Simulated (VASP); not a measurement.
Ru:

```
CELL_PARAMETERS angstrom
2.70595 0.00000 0.00000
-1.35297 2.34342 0.00000
0.00000 0.00000 4.25791
ATOMIC_POSITIONS crystal
Ru 0.33333 0.66667 0.25000
Ru 0.66667 0.33333 0.75000
```

Base run:

```yaml
Program: VASP 6.6.1
Functional: r2SCAN
Potentials_or_basis: VASP PAW PBE potentials, release 64 (Ru_pv)
Cutoff: 520 eV
k_mesh: 13 × 13 × 8
Occupations: gaussian, width 1 eV
Spin: no spin polarisation
```

Its results: band gap on the k mesh zero (bands 14 and 15 overlap by 3.26 eV); pressure 5.7 GPa.

After a change of settings the same cell gave: band gap on the k mesh zero (bands 14 and 15 overlap by 3.25 eV); pressure 1.3 GPa. Which change was it?
A. occupations from gaussian, width 1 eV to gaussian, width 0.6 eV; further incar settings from ALGO = Normal; EDIFF = 1e-06; NBANDS = 21 to ALGO = Normal; EDIFF = 1e-07; NBANDS = 21
B. occupations from gaussian, width 1 eV to gaussian, width 0.03 eV
C. occupations from gaussian, width 1 eV to fermi-dirac, width 0.6 eV

B.

Caveats: the PAW data sets were made with another functional, which shifts forces and pressure a little; the cell stands under pressure (at least some runs); so wide a smearing shifts energies and pressures (at least some runs).
